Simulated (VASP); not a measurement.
# Mg in VASP: settings compared, part 2 of 2

VASP 6.6.1. Earlier steps stand in the parts before.

## 4. Single point, PBE

This run uses another cell than the first one, of 22.31 Å³/atom, 1.095 times its volume.

INCAR

```
  PREC = Accurate
  ENCUT = 520
  EDIFF = 1E-6
  ISMEAR = -1
  SIGMA = 0.05
  LREAL = False
  LASPH = True
  NELM = 100
  ALGO = Normal
  ISIF = 2
  LWAVE = False
  LCHARG = False
  GGA = PE
  NBANDS = 9
```

KPOINTS

```
regular mesh
0
Gamma
  10 10 5
```

POSCAR

```
Mg
1.0
    3.0809280000      0.0000000000      0.0000000000
   -1.5404640000      2.7793353284      0.0000000000
    0.0000000000      0.0000000000      5.2103000000
Mg
2
Direct
    0.6635344121      0.3270688242      0.7500000000
    0.3364655879      0.6729311758      0.2500000000
```

Potentials or basis: VASP PAW PBE potentials, release 64 (Mg).

Run with:

```console
$ cat potpaw_PBE.64/Mg/POTCAR > POTCAR
$ mpirun -np 1 vasp_std > vasp.out
```

OUTCAR:

```text
PREC = Accurate
   ENCUT = 520
   EDIFF = 1E-6
   ISMEAR = -1
   LREAL = False
   LASPH = True
   NELM = 100
   ISIF = 2
   GGA = PE

 ion  position               nearest neighbor table
   1  0.664  0.327  0.750-   2 3.18   2 3.18   2 3.18   2 3.18   2 3.18   2 3.18
   2  0.336  0.673  0.250-   1 3.18   1 3.18   1 3.18   1 3.18   1 3.18   1 3.18

  LATTYP: Found a base centered orthorhombic cell.
 ALAT       =     3.0809280000
 B/A-ratio  =     1.8042195912
 C/A-ratio  =     1.6911463040

  Lattice vectors:

 A1 = (   1.5404640000,  -2.7793353284,   0.0000000000)
 A2 = (   1.5404640000,   2.7793353284,   0.0000000000)
 A3 = (   0.0000000000,   0.0000000000,   5.2103000000)

Analysis of symmetry for initial positions (statically):
=====================================================================
 Subroutine PRICEL returns:
 Original cell was already a primitive cell.

 Routine SETGRP: Setting up the symmetry group for a
 base centered orthorhombic supercell.

 Subroutine GETGRP returns: Found  8 space group operations
 (whereof  4 operations were pure point group operations)
 out of a pool of  8 trial point group operations.

The static configuration has the point symmetry C_2h.
 The point group associated with its full space group is D_2h.

Analysis of symmetry for dynamics (positions and initial velocities):
=====================================================================
 Subroutine PRICEL returns:
 Original cell was already a primitive cell.

 Routine SETGRP: Setting up the symmetry group for a
 base centered orthorhombic supercell.

 Subroutine GETGRP returns: Found  8 space group operations
 (whereof  4 operations were pure point group operations)
 out of a pool of  8 trial point group operations.

The dynamic configuration has the point symmetry C_2h.
 The point group associated with its full space group is D_2h.

 Subroutine INISYM returns: Found  8 space group operations
 (whereof  4 operations are pure point group operations),
 and found     1 'primitive' translations

----------------------------------------------------------------------------------------

                                     Primitive cell

  volume of cell :      44.6154

  direct lattice vectors                    reciprocal lattice vectors
     3.080928000  0.000000000  0.000000000     0.324577530  0.179899127  0.000000000
    -1.540464000  2.779335328  0.000000000     0.000000000  0.359798255  0.000000000
     0.000000000  0.000000000  5.210300000     0.000000000  0.000000000  0.191927528

  length of vectors
     3.080928000  3.177693220  5.210300000     0.371098732  0.359798255  0.191927528

  position of ions in fractional coordinates (direct lattice)
     0.663534412  0.327068824  0.750000000
     0.336465588  0.672931176  0.250000000

  ion indices of the primitive-cell ions
   primitive index   ion index
                 1           1
                 2           2

----------------------------------------------------------------------------------------

 KPOINTS: regular mesh

Automatic generation of k-mesh.
[... 22 lines left out ...]
            Coordinates               Weight
  0.000000  0.000000  0.000000      1.000000
  0.100000 -0.000000  0.000000      4.000000
  0.200000 -0.000000  0.000000      4.000000
  0.300000  0.000000  0.000000      4.000000
  0.400000  0.000000  0.000000      4.000000
  0.500000  0.000000  0.000000      2.000000
[... 16 lines left out ...]
  0.000000  0.300000  0.000000      2.000000
  0.100000  0.300000  0.000000      4.000000
 [... further k-points ...]
   k-points           NKPTS =     93   k-points in BZ     NKDIM =     93   number of bands    NBANDS=      9
   number of dos      NEDOS =    301   number of ions     NIONS =      2
   total plane-waves  NPLWV =  23040
   dimension x,y,z NGX =    24 NGY =   24 NGZ =   40
   dimension x,y,z NGXF=    48 NGYF=   48 NGZF=   80
   ions per type =               2
   NGX,Y,Z   is equivalent  to a cutoff of  12.95, 12.56, 12.76 a.u.
   NGXF,Y,Z  is equivalent  to a cutoff of  25.90, 25.11, 25.53 a.u.
 SYSTEM =  unknown system
   PREC   = accura    normal or accurate (medium, high low for compatibility)
   ISTART =      0    job   : 0-new  1-cont  2-samecut
   ICHARG =      2    charge: 1-file 2-atom 10-const
   ISPIN  =      1    spin polarized calculation?
   LNONCOLLINEAR =      F non collinear calculations
   LSORBIT =      F    spin-orbit coupling
   LASPH  =      T    aspherical Exc in radial PAW
   ENCUT  =  520.0 eV  38.22 Ry    6.18 a.u.   5.73  5.91  9.69*2*pi/ulx,y,z
   NELM   =    100;   NELMIN=  2; NELMDL= -5     # of ELM steps
   EDIFF  = 0.1E-05   stopping-criterion for ELM
   LREAL  =      F    real-space projection
   EDIFFG = 0.1E-04   stopping-criterion for IOM
   NSW    =      0    number of steps for IOM
   IBRION =     -1    ionic relax: 0-MD 1-quasi-New 2-CG
   NFREE  =      0    steps in history (QN), initial steepest desc. (CG)
   ISIF   =      2    stress and relaxation
   ISYM   =      2    0-nonsym 1-usesym 2-fastsym
   POTIM  = 0.5000    time-step for ionic-motion
   TEBEG  =    0.0;   TEEND  =   0.0 temperature during run
   PSTRESS=    0.0 pullay stress
   NELECT =       4.0000    total number of electrons
   NUPDOWN=      -1.0000    fix difference up-down
   EMIN   =  10.00;   EMAX   =-10.00  energy-range for DOS
   EFERMI =   0.00;   METHOD = LEGACY
   ISMEAR =    -1;   SIGMA  =   0.05  broadening in eV -4-tet -1-fermi 0-gaus
   EFERMI_NEDOS =   21; number of points for ismear=-14 and -15
   IALGO  =     38    algorithm
   IMIX   =      4    mixing-type and parameters
     AMIX     =   0.40;   BMIX     =  1.00
     AMIX_MAG =   1.60;   BMIX_MAG =  1.00
  volume/ion in A,a.u.               =      22.31       150.54
  Fermi-wavevector in a.u.,A,eV,Ry     =   0.732712  1.384624  7.304510  0.536866
  Thomas-Fermi vector in A             =   1.825242
   LORBIT       =      0    0 simple, 1 ext, 2 COOP (PROOUT), +10 PAW based schemes
   GGA     = PE    functional components
   LHFCALC =     F    Hartree Fock is set to
   AEXX    =    0.0000 exact exchange contribution
   IVDW    =     0    specifies the selected vdW correction
   LEPSILON=     F    determine dielectric tensor
   LRPA    =     F    only Hartree local field effects (RPA)
 non-spin polarized calculation
  energy-cutoff  :      520.00
  volume of cell :       44.62
 maximum number of plane-waves:      1224
   NGX = 11   NGY = 11   NGZ = 19

 number of electron       4.0000000 magnetization

 Free energy of the ion-electron system (eV)
  ---------------------------------------------------
  ext. energy  EPLUGINS =         0.00000000
  ---------------------------------------------------
  free energy    TOTEN  =        -3.00488594 eV

  energy without entropy =       -2.99659675  energy(sigma->0) =       -3.00074135

 E-fermi :   2.8364     XC(G=0):  -8.5798

 val. band max:        2.8244502402   @ k =   0.5000   0.2000   0.2000
 cond. band min:       2.8654262866   @ k =   0.4000   0.3000   0.0000
 fundamental gap:      0.0409760465
 Fermi energy:         2.8363722421

 k-point     1 :       0.0000    0.0000    0.0000
  band No.  band energies     occupation
      1      -4.2712      2.00000
      2       0.9483      2.00000
      3       1.3558      2.00000
      4      13.5942      0.00000
      5      13.8009      0.00000
      6      14.6021      0.00000
      7      14.7198      0.00000
      8      14.7512      0.00000
      9      16.7524      0.00000
[... 265 lines left out ...]
 k-point    24 :       0.1000    0.3000    0.0000
  band No.  band energies     occupation
      1      -1.7527      2.00000
      2       3.2817      0.00027
      3       3.2976      0.00020
      4       4.4289      0.00000
      5       8.1245      0.00000
      6       8.6945      0.00000
      7       9.9801      0.00000
      8      13.2339      0.00000
      9      14.0228      0.00000

 [... further k-points ...]

------------------------ aborting loop because EDIFF is reached ----------------------------------------

  FORCE on cell =-STRESS in cart. coord.  units (eV):
  Direction    XX          YY          ZZ          XY          YZ          ZX
  --------------------------------------------------------------------------------------
  -------------------------------------------------------------------------------------
  Total        0.4705149      0.0736230      0.3478006      0.0000000      0.0000000      0.0000000
  in kB       16.8965781      2.6438633     12.4898061      0.0000000      0.0000000      0.0000000
  external PRESSURE =      10.6767492 kB  Pullay stress =       0.0000000 kB

 VOLUME and BASIS-vectors are now :
 -----------------------------------------------------------------------------
  energy-cutoff  :      520.00
  volume of cell :       44.62
      direct lattice vectors                 reciprocal lattice vectors
     3.080928000  0.000000000  0.000000000     0.324577530  0.179899127  0.000000000
    -1.540464000  2.779335328  0.000000000     0.000000000  0.359798255  0.000000000
     0.000000000  0.000000000  5.210300000     0.000000000  0.000000000  0.191927528

 POSITION                                       TOTAL-FORCE (eV/Angst)
 -----------------------------------------------------------------------------------
      1.54046      0.90903      3.90773        -0.000000     -0.007615      0.000000
      0.00000      1.87030      1.30258         0.000000      0.007615     -0.000000
 -----------------------------------------------------------------------------------
    total drift:                               -0.000000     -0.000000     -0.000000

  FREE ENERGIE OF THE ION-ELECTRON SYSTEM (eV)
  ---------------------------------------------------
  free  energy   TOTEN  =        -3.0048859385 eV

  energy  without entropy=       -2.9965967550  energy(sigma->0) =       -3.00074135
```

OSZICAR:

```text
N       E                     dE             d eps       ncg     rms          rms(c)
DAV:   1    -0.105370284921E+00   -0.10537E+00   -0.13007E+03  1674   0.317E+02
DAV:   2    -0.295397635190E+01   -0.28486E+01   -0.26921E+01  2219   0.275E+01
DAV:   3    -0.301837075652E+01   -0.64394E-01   -0.60204E-01  2173   0.298E+00
DAV:   4    -0.301855814649E+01   -0.18739E-03   -0.18736E-03  2222   0.173E-01
DAV:   5    -0.301855885590E+01   -0.70940E-06   -0.70958E-06  2098   0.107E-02    0.949E-01
DAV:   6    -0.301225550218E+01    0.63034E-02   -0.56594E-04  1931   0.183E-01    0.608E-01
DAV:   7    -0.300487713498E+01    0.73784E-02   -0.21548E-03  1772   0.315E-01    0.331E-02
DAV:   8    -0.300488720103E+01   -0.10066E-04   -0.16292E-05  2320   0.238E-02    0.729E-03
DAV:   9    -0.300488613891E+01    0.10621E-05   -0.11361E-06  1859   0.516E-03    0.621E-04
DAV:  10    -0.300488593854E+01    0.20037E-06   -0.51549E-09  1021   0.434E-04
   1 F= -.30048859E+01 E0= -.30007413E+01  d E =-.828918E-02
```

stdout:

```text
POSCAR found type information on POSCAR Mg
 POSCAR found :  1 types and       2 ions
 scaLAPACK will be used
 LDA part: xc-table for (Slater+PW92), standard interpolation
 POSCAR, INCAR and KPOINTS ok, starting setup
 FFT: planning ... GRIDC
 FFT: planning ... GRID_SOFT
 FFT: planning ... GRID
 WAVECAR not read
 entering main loop
```

It took 9.9 s on 1 thread of Intel Xeon Platinum 8488C (Sapphire Rapids), shared host; peak memory 0.17 GiB.

Results:

```
Free energy            : -3.0049 eV
Pressure               : 1.1 GPa
Largest force          : 0.008 eV/Å
Band gap on the k mesh : zero (band 2 reaches 3.45 eV, above the bottom of band 3 at 1.36 eV)
```

Forces in eV/Å, atoms in the order of the input:
```
Mg   0.000 -0.008  0.000
Mg   0.000  0.008  0.000
```

Stress tensor (GPa, compression positive):
```
1.69 0.00 0.00
0.00 0.26 0.00
0.00 0.00 1.25
```

## 5. The runs side by side

| level | cell | gap on the mesh (eV) | pressure (GPa) |
| --- | --- | --- | --- |
| r2SCAN | a = 3.061, b = 3.061, c = 5.022 Å, angles 90.0, 90.0, 120.0°, 2 atoms | none | 4.7 |
| r2SCAN | a = 3.107, b = 3.107, c = 5.168 Å, angles 90.0, 90.0, 120.0°, 2 atoms | none | 1.7 |
| PBE | a = 3.081, b = 3.178, c = 5.210 Å, angles 90.0, 90.0, 119.0°, 2 atoms | none | 1.1 |

Alike in all rows: task single point; potentials or basis VASP PAW PBE potentials, release 64 (Mg); no spin polarisation; k mesh 10 × 10 × 5; cutoff (eV) 520; smearing fermi-dirac 0.05 eV.

Caveats: the PAW data sets were made with another functional, which shifts forces and pressure a little (some runs).

Absolute energies hang on the potentials; compare differences alone.
